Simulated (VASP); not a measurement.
Runs of VASP 6.6.1 on CdTe. The structure is that of space group F-43m (No. 216), or close to it. The cells are those of the table. 

| level | cell | k mesh | smearing | gap on the mesh (eV) | pressure (GPa) |
| --- | --- | --- | --- | --- | --- |
| r2SCAN+D4 | a = 4.637 Å, angles 60.0°, 2 atoms | 10 × 10 × 10 | fermi-dirac 0.025 eV | 1.16 | -0.4 |
| r2SCAN | a = 4.743 Å, angles 60.0°, 2 atoms | 10 × 10 × 10 | gaussian 0.05 eV | 0.94 | -2.2 |
| r2SCAN | a = 4.606 Å, angles 60.0°, 2 atoms | 10 × 10 × 10 | gaussian 0.05 eV | 1.22 | 1.0 |
| r2SCAN | a = 4.637 Å, angles 60.0°, 2 atoms | 10 × 10 × 10 | gaussian 0.05 eV | 1.16 | 0.1 |
| PBE | a = 4.585 Å, angles 60.0°, 2 atoms | 6 × 6 × 6 | gaussian 0.05 eV | (b) | 2.6 |
| r2SCAN | a = 4.668 Å, angles 60.0°, 2 atoms | 10 × 10 × 10 | gaussian 0.05 eV | 1.09 | -0.7 |
| r2SCAN | a = 4.669 Å, angles 60.0°, 2 atoms | 10 × 10 × 10 | gaussian 0.05 eV | 1.09 | -0.7 |
| PBE | a = 4.548 Å, angles 60.0°, 2 atoms | 6 × 6 × 6 | gaussian 0.05 eV | 0.84 | (a) |
| r2SCAN | a = 4.574 Å, angles 60.0°, 2 atoms | 10 × 10 × 10 | gaussian 0.05 eV | 1.29 | 1.9 |
| r2SCAN | a = 4.698 Å, angles 60.0°, 2 atoms | 10 × 10 × 10 | gaussian 0.05 eV | 1.03 | -1.3 |
| r2SCAN | a = 4.680 Å, angles 60.0°, 2 atoms | 10 × 10 × 10 | gaussian 0.05 eV | 1.07 | -1.0 |

Alike in all rows: task single point; potentials or basis VASP PAW PBE potentials, release 64 (Cd, Te); no spin polarisation; cutoff (eV) 520.

Estimate the missing entries.

(a) 3.9; (b) 0.77.

Caveats: spin-orbit coupling is left out, which moves the levels of the heavy elements; the PAW data sets were made with another functional, which shifts forces and pressure a little (some runs).

A k mesh can miss the band edges, and the runs leave out spin-orbit coupling on Cd, Te.
